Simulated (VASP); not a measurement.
Here is a VASP 6.6.1 calculation.

Contents of INCAR:

```
SYSTEM = Bi
  ALGO = Normal
  EDIFF = 1E-6
  ENCUT = 520
  GGA = PE
  ISIF = 2
  ISMEAR = -1
  LASPH = .TRUE.
  LCHARG = .FALSE.
  LREAL = .FALSE.
  LWAVE = .FALSE.
  NBANDS = 22
  NELM = 60
  PREC = Accurate
  SIGMA = 0.05
```

KPOINTS

```
k-points
0
G
  11 11 11
  0 0 0
```

POSCAR

```
Bi
1.0
    0.0000000000      3.7448665095      3.7448665095
    3.7448665095      0.0000000000      3.7448665095
    3.7448665095      3.7448665095      0.0000000000
Bi
2
Direct
   -0.1250000000     -0.1250000000     -0.1250000000
    0.1250000000      0.1250000000      0.1250000000
```

Potentials or basis: VASP PAW PBE potentials, release 64 (Bi_d).

Run with:

```sh
$ cat potpaw_PBE.64/Bi_d/POTCAR > POTCAR
$ mpirun -np 1 vasp_std > vasp.out
```

**Question.** Predict the pressure.

**Answer.** -2.0 GPa.

**Question.** Estimate the band gap on the k mesh.

**Answer.** Zero (band 15 reaches 3.01 eV, above the bottom of band 16 at 2.55 eV).

Caveat: spin-orbit coupling is left out, which moves the levels of the heavy elements.
